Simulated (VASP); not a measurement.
Set up this calculation in VASP 6.6.1, as the native input.

- Task: single point
- Functional: PBE
- Potentials or basis: VASP PAW PBE potentials, release 64 (N, B)
- Cutoff: 520 eV
- k mesh: 12 × 12 × 4
- Occupations: fermi-dirac, width 0.05 eV
- Spin: no spin polarisation
- Dipole correction: no
- Further INCAR settings: ALGO = Normal; EDIFF = 1e-06; NBANDS = 16

The structure of BN lies in POSCAR:

```
BN
1.0
    2.4644758610      0.0000000000      0.0000000000
   -1.2322379305      2.1342987027      0.0000000000
    0.0000000000      0.0000000000      6.5460173847
N B
2 2
Direct
    0.6666666667      0.3333333333      0.2500000000
    0.3333333333      0.6666666667      0.7500000000
    0.6666666667      0.3333333333      0.7500000000
    0.3333333333      0.6666666667      0.2500000000
```

This cell differs from its parent crystal: volume scaled by 0.96.

The input as run:

INCAR

```
SYSTEM = BN
  PREC = Accurate
  ENCUT = 520
  EDIFF = 1E-6
  ISMEAR = -1
  SIGMA = 0.05
  LREAL = .False.
  LASPH = .True.
  NELM = 80
  ALGO = Normal
  ISIF = 2
  LWAVE = .False.
  LCHARG = .False.
  GGA = PE
  NBANDS = 16
```

KPOINTS

```
Automatic mesh
0
Gamma
  12 12 4
  0 0 0
```

Potentials or basis: VASP PAW PBE potentials, release 64 (N, B).

Run with:

```sh
$ cat potpaw_PBE.64/N/POTCAR potpaw_PBE.64/B/POTCAR > POTCAR
$ mpirun -np 1 vasp_std > vasp.out
```

Results of the run:

```yaml
Pressure: 16.3 GPa
Band_gap_on_the_k_mesh: 4.33 eV, indirect (least direct gap 4.76 eV)
```

Caveat: this functional lacks dispersion, which binds the layers, so the pressure and a relaxed spacing across them are unreliable.

Wall time 45 s on 1 thread of Intel Xeon 6975P-C, with other jobs on the host, peak memory 0.15 GiB.
